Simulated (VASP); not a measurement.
Input of a VASP 6.6.1 run:

File INCAR:

```
PREC = Accurate
ENCUT = 910
EDIFF = 1E-6
ISMEAR = 0
SIGMA = 0.05
LREAL = F
LASPH = T
NELM = 120
ALGO = Normal
ISIF = 2
LWAVE = F
LCHARG = F
GGA = CA
NBANDS = 26
GGA_COMPAT = F
```

Contents of KPOINTS:

```
regular mesh
0
Gamma
  12 12 6
```

POSCAR

```
ZnO
1.0
    3.1871780739      0.0000000000      0.0000000000
   -1.5935890369      2.7601771784      0.0000000000
    0.0000000000      0.0000000000      5.1531926628
Zn O
2 2
Direct
    0.3333333333      0.6666666667      0.0018514197
    0.6666666667      0.3333333333      0.5018514197
    0.3333333333      0.6666666667      0.3802485803
    0.6666666667      0.3333333333      0.8802485803
```

Potentials or basis: VASP PAW LDA potentials, release 64 (Zn, O_h).

Launch:

```sh
$ cat potpaw_LDA.64/Zn/POTCAR potpaw_LDA.64/O_h/POTCAR > POTCAR
$ mpirun -np 1 vasp_std > vasp.out
```

Question: What does it give for the pressure?

Answer: 1.0 GPa.

Question: Estimate the band gap on the k mesh.

Answer: 0.81 eV.

Caveat: the cutoff is under 1.25 times the usual one of these potentials, so pressure, stress and relaxed cells hold a basis-set (Pulay) error.

**The experiment to reproduce.**

From “Electronic structure of alkaline earth and post-transition metal oxides”, 2009, arxiv:0908.1581, for a bulk crystal of ZnO: band gap 3.37 eV.

A measured gap of ZnO is 3.37 eV (quoted in “Electronic structure of alkaline earth and post-transition metal oxides”, 2009, arxiv:0908.1581); the calculated 0.81 eV misses it by -2.56 eV. So large a miss can be the level of theory's own, or it may mean another phase, state or a wrong row. The value is that of LDA, without temperature or zero-point motion. Semilocal functionals fall short of measured gaps as a rule.
